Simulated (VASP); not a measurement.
# KTaO3 (Pm-3m) in VASP: notebook

The runs below take KTaO3 through single point, with r2SCAN.

All numbers are computed with VASP 6.6.1; they aren't measurements. Logs are shortened: lines on timing, memory, paths and dates and some standing lists are left out, and cuts for length are marked.

## (1) The cell of the first run

The structure is cubic, space group Pm-3m (No. 221). Conventional cell: a = 3.908 Å, b = 3.908 Å, c = 3.908 Å, α = 90.00°, β = 90.00°, γ = 90.00°. K (site symmetry m-3m) has 12 O at 2.76 Å and 8 Ta at 3.38 Å within 3.6 Å. Ta (site symmetry m-3m) has 6 O at 1.95 Å within 2.6 Å. Within 2.6 Å of O (site symmetry 4/mmm) lie 2 Ta at 1.95 Å.

## (2) Single point, r2SCAN

POSCAR reads:

```
KTaO3
1.0
    3.9081344900      0.0000000000      0.0000000000
    0.0000000000      3.9081344900      0.0000000000
    0.0000000000      0.0000000000      3.9081344900
K Ta O
1 1 3
Direct
    0.5000000000      0.5000000000      0.5000000000
    0.0000000000      0.0000000000      0.0000000000
    0.5000000000      0.0000000000      0.0000000000
    0.0000000000      0.5000000000      0.0000000000
    0.0000000000      0.0000000000      0.5000000000
```

INCAR.step1 reads:

```
  ALGO = Normal
  EDIFF = 1E-4
  ENCUT = 520
  GGA = PE
  ISMEAR = -1
  LASPH = True
  LCHARG = False
  LREAL = False
  LWAVE = True
  NBANDS = 27
  NELM = 60
  PREC = Accurate
  SIGMA = 0.02
```

INCAR.step2 reads:

```
  ALGO = Normal
  EDIFF = 1E-7
  ENCUT = 520
  ISIF = 2
  ISMEAR = -1
  ISTART = 1
  LASPH = True
  LCHARG = False
  LMIXTAU = True
  LREAL = False
  LWAVE = False
  METAGGA = R2SCAN
  NBANDS = 27
  NELM = 60
  PREC = Accurate
  SIGMA = 0.02
```

KPOINTS reads:

```
k-points
0
Gamma
  8 8 8
```

Potentials or basis: VASP PAW PBE potentials, release 64 (K_sv, Ta_pv, O).

On the command line:

```console
cat potpaw_PBE.64/K_sv/POTCAR potpaw_PBE.64/Ta_pv/POTCAR potpaw_PBE.64/O/POTCAR > POTCAR
cp INCAR.step1 INCAR
mpirun -np 1 vasp_std > vasp.out
cp INCAR.step2 INCAR
mpirun -np 1 vasp_std > vasp.out
```

OUTCAR:

```text
EDIFF = 1E-7
   ENCUT = 520
   ISIF = 2
   ISMEAR = -1
   ISTART = 1
   LASPH = True
   LREAL = False
   METAGGA = R2SCAN
   NELM = 60
   PREC = Accurate

 ion  position               nearest neighbor table
   1  0.500  0.500  0.500-   3 2.76   4 2.76   5 2.76   3 2.76   4 2.76   3 2.76   5 2.76   3 2.76
                             4 2.76   5 2.76   4 2.76   5 2.76   2 3.38   2 3.38   2 3.38   2 3.38
   2  0.000  0.000  0.000-   3 1.95   4 1.95   5 1.95   5 1.95   4 1.95   3 1.95   1 3.38   1 3.38
                             1 3.38   1 3.38   1 3.38   1 3.38   1 3.38   1 3.38
   3  0.500  0.000  0.000-   2 1.95   2 1.95   1 2.76   1 2.76   1 2.76   1 2.76
   4  0.000  0.500  0.000-   2 1.95   2 1.95   1 2.76   1 2.76   1 2.76   1 2.76
   5  0.000  0.000  0.500-   2 1.95   2 1.95   1 2.76   1 2.76   1 2.76   1 2.76

  LATTYP: Found a simple cubic cell.
 ALAT       =     3.9081344900

  Lattice vectors:

 A1 = (   3.9081344900,   0.0000000000,   0.0000000000)
 A2 = (   0.0000000000,   3.9081344900,   0.0000000000)
 A3 = (   0.0000000000,   0.0000000000,   3.9081344900)

Analysis of symmetry for initial positions (statically):
=====================================================================
 Subroutine PRICEL returns:
 Original cell was already a primitive cell.

 Routine SETGRP: Setting up the symmetry group for a
 simple cubic supercell.

 Subroutine GETGRP returns: Found 48 space group operations
 (whereof 48 operations were pure point group operations)
 out of a pool of 48 trial point group operations.

The static configuration has the point symmetry O_h .

Analysis of symmetry for dynamics (positions and initial velocities):
=====================================================================
 Subroutine PRICEL returns:
 Original cell was already a primitive cell.

 Routine SETGRP: Setting up the symmetry group for a
 simple cubic supercell.

 Subroutine GETGRP returns: Found 48 space group operations
 (whereof 48 operations were pure point group operations)
 out of a pool of 48 trial point group operations.

The dynamic configuration has the point symmetry O_h .

 Subroutine INISYM returns: Found 48 space group operations
 (whereof 48 operations are pure point group operations),
 and found     1 'primitive' translations

----------------------------------------------------------------------------------------

                                     Primitive cell

  volume of cell :      59.6910

  direct lattice vectors                    reciprocal lattice vectors
     3.908134490  0.000000000  0.000000000     0.255876558  0.000000000  0.000000000
     0.000000000  3.908134490  0.000000000     0.000000000  0.255876558  0.000000000
     0.000000000  0.000000000  3.908134490     0.000000000  0.000000000  0.255876558

  length of vectors
     3.908134490  3.908134490  3.908134490     0.255876558  0.255876558  0.255876558

  position of ions in fractional coordinates (direct lattice)
     0.500000000  0.500000000  0.500000000
     0.000000000  0.000000000  0.000000000
     0.500000000  0.000000000  0.000000000
     0.000000000  0.500000000  0.000000000
     0.000000000  0.000000000  0.500000000

  ion indices of the primitive-cell ions
   primitive index   ion index
                 1           1
                 2           2
                 3           3
                 4           4
                 5           5

----------------------------------------------------------------------------------------

 KPOINTS: k-points

Automatic generation of k-mesh.
 Grid dimensions read from file:
 generate k-points for:    8    8    8

 Generating k-lattice:

  Cartesian coordinates                     Fractional coordinates (reciprocal lattice)
     0.031984570  0.000000000  0.000000000     0.125000000  0.000000000  0.000000000
     0.000000000  0.031984570  0.000000000     0.000000000  0.125000000  0.000000000
     0.000000000  0.000000000  0.031984570     0.000000000  0.000000000  0.125000000

  Length of vectors
     0.031984570  0.031984570  0.031984570

  Shift w.r.t. Gamma in fractional coordinates (k-lattice)
     0.000000000  0.000000000  0.000000000

 Subroutine IBZKPT returns following result:
 ===========================================

 Found     35 irreducible k-points:

 Following reciprocal coordinates:
            Coordinates               Weight
  0.000000  0.000000  0.000000      1.000000
  0.125000  0.000000  0.000000      6.000000
  0.250000  0.000000  0.000000      6.000000
  0.375000  0.000000  0.000000      6.000000
  0.500000  0.000000  0.000000      3.000000
  0.125000  0.125000  0.000000     12.000000
[... 16 lines left out ...]
  0.375000  0.375000  0.125000     24.000000
  0.500000  0.375000  0.125000     24.000000
 [... further k-points ...]
   k-points           NKPTS =     35   k-points in BZ     NKDIM =     35   number of bands    NBANDS=     27
   number of dos      NEDOS =    301   number of ions     NIONS =      5
   total plane-waves  NPLWV =  27000
   dimension x,y,z NGX =    30 NGY =   30 NGZ =   30
   dimension x,y,z NGXF=    60 NGYF=   60 NGZF=   60
   ions per type =               1   1   3
   NGX,Y,Z   is equivalent  to a cutoff of  12.76, 12.76, 12.76 a.u.
   NGXF,Y,Z  is equivalent  to a cutoff of  25.52, 25.52, 25.52 a.u.
 SYSTEM =  unknown system
   PREC   = accura    normal or accurate (medium, high low for compatibility)
   ISTART =      1    job   : 0-new  1-cont  2-samecut
   ICHARG =      0    charge: 1-file 2-atom 10-const
   ISPIN  =      1    spin polarized calculation?
   LNONCOLLINEAR =      F non collinear calculations
   LSORBIT =      F    spin-orbit coupling
   LASPH  =      T    aspherical Exc in radial PAW
   ENCUT  =  520.0 eV  38.22 Ry    6.18 a.u.   7.27  7.27  7.27*2*pi/ulx,y,z
   NELM   =     60;   NELMIN=  2; NELMDL=  0     # of ELM steps
   EDIFF  = 0.1E-06   stopping-criterion for ELM
   LREAL  =      F    real-space projection
   EDIFFG = 0.1E-05   stopping-criterion for IOM
   NSW    =      0    number of steps for IOM
   IBRION =     -1    ionic relax: 0-MD 1-quasi-New 2-CG
   NFREE  =      0    steps in history (QN), initial steepest desc. (CG)
   ISIF   =      2    stress and relaxation
   ISYM   =      2    0-nonsym 1-usesym 2-fastsym
   POTIM  = 0.5000    time-step for ionic-motion
   TEBEG  =    0.0;   TEEND  =   0.0 temperature during run
   PSTRESS=    0.0 pullay stress
   NELECT =      38.0000    total number of electrons
   NUPDOWN=      -1.0000    fix difference up-down
   EMIN   =  10.00;   EMAX   =-10.00  energy-range for DOS
   EFERMI =   0.00;   METHOD = LEGACY
   ISMEAR =    -1;   SIGMA  =   0.02  broadening in eV -4-tet -1-fermi 0-gaus
   EFERMI_NEDOS =   21; number of points for ismear=-14 and -15
   IALGO  =     38    algorithm
   IMIX   =      4    mixing-type and parameters
     AMIX     =   0.40;   BMIX     =  1.00
     AMIX_MAG =   1.60;   BMIX_MAG =  1.00
  volume/ion in A,a.u.               =      11.94        80.56
  Fermi-wavevector in a.u.,A,eV,Ry     =   1.408315  2.661330 26.985138  1.983352
  Thomas-Fermi vector in A             =   2.530485
   LORBIT       =      0    0 simple, 1 ext, 2 COOP (PROOUT), +10 PAW based schemes
   METAGGA = R2SCAN    functional components
   LHFCALC =     F    Hartree Fock is set to
   AEXX    =    0.0000 exact exchange contribution
   IVDW    =     0    specifies the selected vdW correction
   LEPSILON=     F    determine dielectric tensor
   LRPA    =     F    only Hartree local field effects (RPA)
 non-spin polarized calculation
  energy-cutoff  :      520.00
  volume of cell :       59.69
 maximum number of plane-waves:      1640
 NGX is ok and might be reduce to    30
   NGX = 15   NGY = 15   NGZ = 15

 number of electron      38.0000009 magnetization

 Free energy of the ion-electron system (eV)
  ---------------------------------------------------
  ext. energy  EPLUGINS =         0.00000000
  ---------------------------------------------------
  free energy    TOTEN  =       -86.96274960 eV

  energy without entropy =      -86.96274960  energy(sigma->0) =      -86.96274960

 E-fermi :   2.3661     XC(G=0): -11.9053

 val. band max:        1.8475225048   @ k =   0.5000   0.5000   0.5000
 cond. band min:       4.5968922668   @ k =   0.0000   0.0000   0.0000
 fundamental gap:      2.7493697620
 Fermi energy:         2.3660659955

 k-point     1 :       0.0000    0.0000    0.0000
  band No.  band energies     occupation
      1     -33.1354      2.00000
      2     -33.1354      2.00000
      3     -33.1354      2.00000
      4     -26.5620      2.00000
      5     -16.9283      2.00000
      6     -16.2534      2.00000
[... 19 lines left out ...]
     26      10.4741      0.00000
     27      10.4741      0.00000

 k-point     2 :       0.1250    0.0000    0.0000
  band No.  band energies     occupation
      1     -33.1558      2.00000
      2     -33.1347      2.00000
      3     -33.1347      2.00000
      4     -26.5562      2.00000
      5     -16.8802      2.00000
      6     -16.2501      2.00000
[... 19 lines left out ...]
     26      10.6988      0.00000
     27      10.7493      0.00000

 k-point     3 :       0.2500    0.0000    0.0000
  band No.  band energies     occupation
      1     -33.2044      2.00000
      2     -33.1329      2.00000
      3     -33.1329      2.00000
      4     -26.5424      2.00000
      5     -16.8378      2.00000
      6     -16.2410      2.00000
[... 19 lines left out ...]
     26      11.2623      0.00000
     27      12.0637      0.00000

 k-point     4 :       0.3750    0.0000    0.0000
  band No.  band energies     occupation
      1     -33.2522      2.00000
      2     -33.1312      2.00000
      3     -33.1312      2.00000
      4     -26.5286      2.00000
      5     -16.8472      2.00000
      6     -16.2315      2.00000
[... 19 lines left out ...]
     26      11.8782      0.00000
     27      13.2765      0.00000
[... 516 lines left out ...]
      4     -26.5115      2.00000
      5     -16.4253      2.00000
      6     -15.8036      2.00000
[... 19 lines left out ...]
     26      12.9511      0.00000
     27      13.5695      0.00000

 k-point    23 :       0.3750    0.3750    0.1250
  band No.  band energies     occupation
      1     -33.2461      2.00000
      2     -33.2455      2.00000
      3     -33.1471      2.00000
      4     -26.5082      2.00000
      5     -16.3473      2.00000
      6     -15.3879      2.00000
[... 19 lines left out ...]
     26      13.4357      0.00000
     27      13.5302      0.00000

 k-point    24 :       0.5000    0.3750    0.1250
  band No.  band energies     occupation
      1     -33.2652      2.00000
      2     -33.2449      2.00000
      3     -33.1463      2.00000
      4     -26.5052      2.00000
      5     -16.3259      2.00000
      6     -15.3662      2.00000
[... 19 lines left out ...]
     26      13.6103      0.00000
     27      13.7716      0.00000

 [... further k-points ...]

------------------------ aborting loop because EDIFF is reached ----------------------------------------

  FORCE on cell =-STRESS in cart. coord.  units (eV):
  Direction    XX          YY          ZZ          XY          YZ          ZX
  --------------------------------------------------------------------------------------
  -------------------------------------------------------------------------------------
  Total        6.0437527      6.0437527      6.0437527     -0.0000000     -0.0000000      0.0000000
  in kB      162.2216313    162.2216313    162.2216313     -0.0000000     -0.0000000      0.0000000
  external PRESSURE =     162.2216313 kB  Pullay stress =       0.0000000 kB

 VOLUME and BASIS-vectors are now :
 -----------------------------------------------------------------------------
  energy-cutoff  :      520.00
  volume of cell :       59.69
      direct lattice vectors                 reciprocal lattice vectors
     3.908134490  0.000000000  0.000000000     0.255876558  0.000000000  0.000000000
     0.000000000  3.908134490  0.000000000     0.000000000  0.255876558  0.000000000
     0.000000000  0.000000000  3.908134490     0.000000000  0.000000000  0.255876558

 POSITION                                       TOTAL-FORCE (eV/Angst)
 -----------------------------------------------------------------------------------
      1.95407      1.95407      1.95407         0.000000      0.000000      0.000000
      0.00000      0.00000      0.00000         0.000000      0.000000      0.000000
      1.95407      0.00000      0.00000         0.000000      0.000000      0.000000
      0.00000      1.95407      0.00000         0.000000      0.000000      0.000000
      0.00000      0.00000      1.95407         0.000000      0.000000      0.000000
 -----------------------------------------------------------------------------------
    total drift:                                0.000000     -0.000000      0.000000

  FREE ENERGIE OF THE ION-ELECTRON SYSTEM (eV)
  ---------------------------------------------------
  free  energy   TOTEN  =       -86.9627496045 eV

  energy  without entropy=      -86.9627496045  energy(sigma->0) =      -86.96274960
```

Run time: 2.4 min. Hardware: 1 thread of Intel Xeon Platinum 8488C (Sapphire Rapids), shared host; peak memory 0.21 GiB.

What came out:

- Free energy: -86.9627 eV
- Pressure: 16.2 GPa
- Band gap on the k mesh: 2.75 eV (least direct gap 3.37 eV)

Caveat: the cell stands under pressure; the PAW data sets were made with another functional, which shifts forces and pressure a little; spin-orbit coupling is left out, which moves the levels of the heavy elements.

## (3) Single point, r2SCAN

This run uses another cell than the first one, of 12.19 Å³/atom.

POSCAR, as its differences from that of step 2:

```diff
@@ -2,5 +2,5 @@
 1.0
-    3.9081344900      0.0000000000      0.0000000000
-    0.0000000000      3.9081344900      0.0000000000
-    0.0000000000      0.0000000000      3.9081344900
+    3.9356574700      0.0000000000      0.0000000000
+    0.0000000000      3.9356574700      0.0000000000
+    0.0000000000      0.0000000000      3.9356574700
 K Ta O
```

INCAR.step1 reads:

```
SYSTEM = KTaO3
PREC = Accurate
ENCUT = 520
ISMEAR = -1
SIGMA = 0.02
LREAL = .FALSE.
LASPH = .TRUE.
NELM = 80
NBANDS = 27
GGA = PE
ALGO = Normal
EDIFF = 1E-4
LWAVE = .TRUE.
LCHARG = .FALSE.
```

INCAR.step2 reads:

```
SYSTEM = KTaO3
PREC = Accurate
ENCUT = 520
EDIFF = 1E-7
ISMEAR = -1
SIGMA = 0.02
LREAL = .FALSE.
LASPH = .TRUE.
NELM = 80
ALGO = Normal
ISIF = 2
LWAVE = .FALSE.
LCHARG = .TRUE.
METAGGA = R2SCAN
LMIXTAU = .TRUE.
LELF = .TRUE.
LVHAR = .TRUE.
NBANDS = 27
ISTART = 1
```

KPOINTS reads:

```
Automatic mesh
0
G
  8 8 8
  0 0 0
```

Potentials or basis: VASP PAW PBE potentials, release 64 (K_sv, Ta_pv, O).

On the command line:

```console
cat potpaw_PBE.64/K_sv/POTCAR potpaw_PBE.64/Ta_pv/POTCAR potpaw_PBE.64/O/POTCAR > POTCAR
cp INCAR.step1 INCAR
mpirun -np 1 vasp_std > vasp.out
cp INCAR.step2 INCAR
mpirun -np 1 vasp_std > vasp.out
```

Run time: 2.6 min. Hardware: 1 thread of Intel Xeon Platinum 8488C (Sapphire Rapids), shared host; peak memory 0.21 GiB.

It converged, with:

```yaml
Free_energy: -87.0705 eV
Pressure: 10.6 GPa
Band_gap_on_the_k_mesh: 2.70 eV (least direct gap 3.33 eV)
```

Levels at points of the mesh, in eV from the valence-band top:
| k point | band 15 | band 16 | band 17 | band 18 | band 19 | band 20 | band 21 | band 22 | band 23 | band 24 |
| --- | --- | --- | --- | --- | --- | --- | --- | --- | --- | --- |
| (0.00, 0.00, 0.00) | -1.16 | -1.16 | -0.63 | -0.63 | -0.63 | 2.70 | 2.70 | 2.70 | 7.56 | 7.56 |
| (0.50, 0.00, 0.00) | -2.40 | -2.24 | -1.65 | -0.88 | -0.88 | 2.87 | 5.72 | 5.72 | 7.59 | 9.70 |
| (0.50, 0.50, 0.00) | -2.98 | -1.65 | -1.51 | -1.51 | -0.04 | 5.77 | 5.77 | 7.15 | 8.66 | 10.97 |
| (0.50, 0.50, 0.50) | -4.09 | -4.09 | 0.00 | 0.00 | 0.00 | 7.31 | 7.31 | 7.31 | 9.79 | 9.79 |

Caveat: the cell stands under pressure; the PAW data sets were made with another functional, which shifts forces and pressure a little; spin-orbit coupling is left out, which moves the levels of the heavy elements. A k mesh can miss the band edges.

## (4) Single point, r2SCAN

This run uses another cell than the first one, of 12.45 Å³/atom.

POSCAR, as its differences from that of step 3:

```diff
@@ -2,5 +2,5 @@
 1.0
-    3.9356574700      0.0000000000      0.0000000000
-    0.0000000000      3.9356574700      0.0000000000
-    0.0000000000      0.0000000000      3.9356574700
+    3.9628007900      0.0000000000      0.0000000000
+    0.0000000000      3.9628007900      0.0000000000
+    0.0000000000      0.0000000000      3.9628007900
 K Ta O
```

INCAR.step1 reads:

```
PREC = Accurate
ENCUT = 520
ISMEAR = -1
SIGMA = 0.02
LREAL = F
LASPH = T
NELM = 80
NBANDS = 27
GGA = PE
ALGO = Normal
EDIFF = 1E-4
LWAVE = T
LCHARG = F
```

INCAR.step2 reads:

```
PREC = Accurate
ENCUT = 520
EDIFF = 1E-6
ISMEAR = -1
SIGMA = 0.02
LREAL = F
LASPH = T
NELM = 80
ALGO = Normal
ISIF = 2
LWAVE = F
LCHARG = T
METAGGA = R2SCAN
LMIXTAU = T
LELF = T
LVHAR = T
NBANDS = 27
ISTART = 1
```

KPOINTS reads:

```
Automatic mesh
0
Gamma
  8 8 8
```

On the command line:

```console
cat potpaw_PBE.64/K_sv/POTCAR potpaw_PBE.64/Ta_pv/POTCAR potpaw_PBE.64/O/POTCAR > POTCAR
cp INCAR.step1 INCAR
mpirun -np 1 vasp_std > vasp.out
cp INCAR.step2 INCAR
mpirun -np 1 vasp_std > vasp.out
```

It took 2.6 min on 1 thread of Intel Xeon Platinum 8488C (Sapphire Rapids), shared host; peak memory 0.21 GiB.

The run converged. Its results:

```yaml
Free_energy: -87.1358 eV
Pressure: 5.5 GPa
Band_gap_on_the_k_mesh: 2.65 eV (least direct gap 3.29 eV)
```

Levels at points of the mesh, in eV from the valence-band top:
```csv
k point,band 15,band 16,band 17,band 18,band 19,band 20,band 21,band 22,band 23,band 24
"(0.00, 0.00, 0.00)",-1.13,-1.13,-0.64,-0.64,-0.64,2.65,2.65,2.65,7.30,7.30
"(0.50, 0.00, 0.00)",-2.40,-2.19,-1.59,-0.88,-0.88,2.81,5.57,5.57,7.33,9.39
"(0.50, 0.50, 0.00)",-2.90,-1.70,-1.49,-1.49,-0.04,5.61,5.61,6.96,8.38,10.89
"(0.50, 0.50, 0.50)",-4.03,-4.03,0.00,0.00,0.00,7.11,7.11,7.11,9.72,9.72
```

Caveat: the cell stands under pressure; the PAW data sets were made with another functional, which shifts forces and pressure a little; spin-orbit coupling is left out, which moves the levels of the heavy elements.

## (5) Summary

```csv
cell,gap on the mesh (eV),pressure (GPa)
"a = 3.908 Å, 5 atoms",2.75,16.2
"a = 3.936 Å, 5 atoms",2.70,10.6
"a = 3.963 Å, 5 atoms",2.65,5.5
```

Alike in all rows: task single point; level r2SCAN; potentials or basis VASP PAW PBE potentials, release 64 (K_sv, Ta_pv, O); no spin polarisation; k mesh 8 × 8 × 8; cutoff (eV) 520; smearing fermi-dirac 0.02 eV.

Caveats: the cell stands under pressure; the PAW data sets were made with another functional, which shifts forces and pressure a little; spin-orbit coupling is left out, which moves the levels of the heavy elements.

Absolute energies hang on the potentials; compare differences alone.
